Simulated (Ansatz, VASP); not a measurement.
## One calculation of C, two programs

POSCAR

```
C
1.0
    0.0000000000      1.7469644787      1.7469644787
    1.7469644787      0.0000000000      1.7469644787
    1.7469644787      1.7469644787      0.0000000000
C
2
Direct
    0.7500000000      0.7500000000      0.7500000000
    0.5000000000      0.5000000000      0.5000000000
```

INCAR.step1

```
SYSTEM = C
  PREC = Accurate
  ENCUT = 520
  EDIFF = 1E-5
  ISMEAR = -1
  SIGMA = 0.05
  LREAL = .FALSE.
  LASPH = .TRUE.
  NELM = 60
  ALGO = Normal
  ISIF = 2
  LWAVE = .TRUE.
  LCHARG = .FALSE.
  NBANDS = 11
  GGA = PE
```

INCAR.step2

```
SYSTEM = C
  PREC = Accurate
  ENCUT = 520
  EDIFF = 1E-7
  ISMEAR = -1
  SIGMA = 0.05
  LREAL = .FALSE.
  LASPH = .TRUE.
  NELM = 60
  ALGO = Normal
  ISIF = 2
  LWAVE = .FALSE.
  LCHARG = .FALSE.
  GGA = PE
  LHFCALC = .TRUE.
  AEXX = 0.25
  PRECFOCK = Normal
  NBANDS = 11
  ISTART = 1
```

KPOINTS

```
Automatic mesh
0
G
  7 7 7
  0 0 0
```

File input.yaml:

```yaml
crystal:
  lattice:
    - [0.0, 1.7469644787, 1.7469644787]
    - [1.7469644787, 0.0, 1.7469644787]
    - [1.7469644787, 1.7469644787, 0.0]
  atoms:
    - { symbol: C, position: [0.75, 0.75, 0.75] }
    - { symbol: C, position: [0.5, 0.5, 0.5] }
hamiltonian:
  xc: pbe0
  pseudopotentials: { kind: paw }
kpoints:
  mp_grid: { grid: [7, 7, 7] }
scf:
  occupations: { method: fermi_dirac, width: 0.05 }
output:
  forces: true
  stress: true
  eigenvalues: true
```

Alike in both runs: task single point; functional PBE0; k mesh 7 × 7 × 7; occupations fermi-dirac, width 0.05 eV; no spin polarisation.

|  | VASP | Ansatz |
| --- | --- | --- |
| version | VASP 6.6.1 | Ansatz 0.2.0 |
| potentials or method | VASP PAW PBE potentials, release 64 (C) | Ansatz PAW |
| plane-wave cutoff (eV) | 520 | 420 |
| valence electrons in the cell | 8 | 8 |

Ansatz gave:

- gap on the k mesh at the Fermi level (eV): 6.31
- least direct gap on the mesh (eV): 7.90
- pressure (GPa): 22.3

What did VASP give for the same quantities?

gap on the k mesh at the Fermi level (eV): 6.33; least direct gap on the mesh (eV): 7.92; pressure (GPa): 23.3.

With one functional, cell and mesh, what is left measures potentials, basis and numerics.

The k mesh is coarse, so the values compare programs but aren't converged. Noted on Ansatz's run: odd divisions of the mesh miss points on the zone boundary, where band edges often lie, so the gap on the mesh can be too wide.
